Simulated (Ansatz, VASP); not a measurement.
## Co in VASP and in Ansatz

```
Co
1.0
     2.50740    0.00000    0.00000
     0.00000    4.34294    0.00000
     1.25370    2.17147    4.06990
Co
4
Direct
  0.87500 0.20833 0.25000
  0.37500 0.70833 0.25000
  0.12500 0.79167 0.75000
  0.62500 0.29167 0.75000
```

Alike in both runs: task single point; functional PBE; k mesh 12 × 12 × 12; occupations fermi-dirac, width 0.08 eV; collinear spin.

|  | VASP | Ansatz |
| --- | --- | --- |
| version | VASP 6.6.1 | Ansatz 0.2.0 |
| potentials or method | VASP PAW PBE potentials, release 64 (Co) | PAW with Ansatz's default frozen-core files, scalar-relativistic |
| plane-wave cutoff (eV) | 520 | 420 |
| valence electrons in the cell | 36 | 68 |

```csv
,VASP,Ansatz,Ansatz less VASP
pressure (GPa),-4.4,-3.8,+0.60
"traceless stress, the component that is largest in VASP (GPa)",-0.68,-0.59,+0.087
net moment per atom (μB),1.63,1.64,+0.008
size of the moment on the site where the two differ most (μB),1.65,1.72,+0.061
```

Site moments also hang on the region over which each program counts them. VASP's potentials hold 36 valence electrons a cell and Ansatz's 68, so a difference there can come from the potentials and not from the codes.
